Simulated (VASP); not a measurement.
Set up this calculation in VASP 6.6.1, as the native input.

- Task: single point
- Functional: PBE
- Potentials or basis: VASP PAW PBE potentials, release 64 (La)
- Cutoff: 400 eV
- k mesh: 7 × 7 × 9
- Occupations: fermi-dirac, width 0.08 eV
- Spin: no spin polarisation
- Dipole correction: no
- k mesh for the DOS: 11 × 11 × 14
- Occupations for the DOS: tetrahedron
- Further INCAR settings: ALGO = Normal; EDIFF = 1e-06; NBANDS = 24

Crystal: La.

```
La
1.0
     5.53571    0.00000    0.00000
    -2.76786    4.79407    0.00000
     0.00000    0.00000    3.27926
La
3
Direct
  0.00000 0.00000 0.00000
  0.33333 0.66667 0.50000
  0.66667 0.33333 0.50000
```

This isn't the form of La at room conditions, which is double hcp.

The input as run:

POSCAR

```
La
1.0
    5.5357111485      0.0000000000      0.0000000000
   -2.7678555743      4.7940664826      0.0000000000
    0.0000000000      0.0000000000      3.2792606392
La
3
Direct
    0.0000000000      0.0000000000      0.0000000000
    0.3333333333      0.6666666667      0.5000000000
    0.6666666667      0.3333333333      0.5000000000
```

INCAR.step1

```
SYSTEM = La
  PREC = Accurate
  ENCUT = 400
  EDIFF = 1E-6
  ISMEAR = -1
  SIGMA = 0.08
  LREAL = .False.
  LASPH = .True.
  NELM = 200
  ALGO = Normal
  ISIF = 2
  LWAVE = .False.
  LCHARG = .True.
  LMAXMIX = 6
  GGA = PE
  NBANDS = 24
  GGA_COMPAT = .False.
  NEDOS = 2001
  LORBIT = 11
```

KPOINTS.step1

```
regular mesh
0
Gamma
  7 7 9
  0 0 0
```

INCAR.step2

```
SYSTEM = La
  PREC = Accurate
  ENCUT = 400
  EDIFF = 1E-6
  ISMEAR = -5
  SIGMA = 0.08
  LREAL = .False.
  LASPH = .True.
  NELM = 200
  ALGO = Normal
  ISIF = 2
  LWAVE = .False.
  LCHARG = .False.
  LMAXMIX = 6
  GGA = PE
  LORBIT = 10
  NBANDS = 24
  NEDOS = 2001
  ICHARG = 11
  GGA_COMPAT = .False.
```

KPOINTS.step2

```
regular mesh
0
Gamma
  11 11 14
  0 0 0
```

Potentials or basis: VASP PAW PBE potentials, release 64 (La).

Command:

```bash
$ cat potpaw_PBE.64/La/POTCAR > POTCAR
$ cp INCAR.step1 INCAR
$ cp KPOINTS.step1 KPOINTS
$ mpirun -np 1 vasp_std > vasp.out
$ cp INCAR.step2 INCAR
$ cp KPOINTS.step2 KPOINTS
$ mpirun -np 1 vasp_std > vasp.out
```

It gave:

- Valence electrons inside the program's atomic spheres: La 8.81, 8.88 (each value once)

It took 3 min on 1 thread of Intel(R) Xeon(R) Platinum 8488C (Sapphire Rapids) (shared host), peak memory 0.29 GiB.
